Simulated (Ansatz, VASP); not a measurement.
**Lu3Si in VASP and in Ansatz**

INCAR

```
SYSTEM = Lu3Si
ALGO = Fast
EDIFF = 1E-6
ENCUT = 520
GGA = PE
ISIF = 2
ISMEAR = -1
LASPH = .True.
LCHARG = .True.
LELF = .True.
LREAL = .False.
LVHAR = .True.
LWAVE = .False.
NBANDS = 48
NELM = 60
PREC = Accurate
SIGMA = 0.05
```

Contents of KPOINTS:

```
k-points
0
Gamma
  6 6 6
  0 0 0
```

POSCAR

```
Lu3Si
1.0
    4.5414190000      0.0000000000      0.0000000000
    0.0000000000      4.5414190000      0.0000000000
    0.0000000000      0.0000000000      4.5414190000
Lu Si
3 1
Direct
    0.5000000000      0.5000000000      0.0000000000
    0.5000000000      0.0000000000      0.5000000000
    0.0000000000      0.5000000000      0.5000000000
    0.0000000000      0.0000000000      0.0000000000
```

File input.yaml:

```yaml
crystal:
  lattice:
    - [4.541419, 0.0, 0.0]
    - [0.0, 4.541419, 0.0]
    - [0.0, 0.0, 4.541419]
  atoms:
    - { symbol: Lu, position: [0.5, 0.5, 0.0] }
    - { symbol: Lu, position: [0.5, 0.0, 0.5] }
    - { symbol: Lu, position: [0.0, 0.5, 0.5] }
    - { symbol: Si, position: [0.0, 0.0, 0.0] }
hamiltonian:
  xc: pbe
  pseudopotentials: { kind: paw }
kpoints:
  mp_grid: { grid: [6, 6, 6] }
scf:
  occupations: { method: fermi_dirac, width: 0.05 }
output:
  forces: true
  stress: true
  eigenvalues: true
```

Alike in both runs: task single point; functional PBE; k mesh 6 × 6 × 6; occupations fermi-dirac, width 0.05 eV; no spin polarisation.

|  | VASP | Ansatz |
| --- | --- | --- |
| version | VASP 6.6.1 | Ansatz 0.2.0 |
| potentials or method | VASP PAW PBE potentials, release 64 (Lu, Si) | Ansatz PAW |
| plane-wave cutoff (eV) | 520 | 420 |
| valence electrons in the cell | 79 | 79 |

Ansatz gave:

| Property | Result |
| --- | --- |
| gap on the k mesh at the Fermi level (eV) | none |
| pressure (GPa) | -0.8 |

Question: What did VASP give for the same quantities?

Answer: gap on the k mesh at the Fermi level (eV): none; pressure (GPa): -0.3.

A gap of «none» marks a metal or a gap that the smearing closes. The functional is the same, so the differences come from potentials, cutoffs and numerics.

Spin-orbit coupling is off throughout.
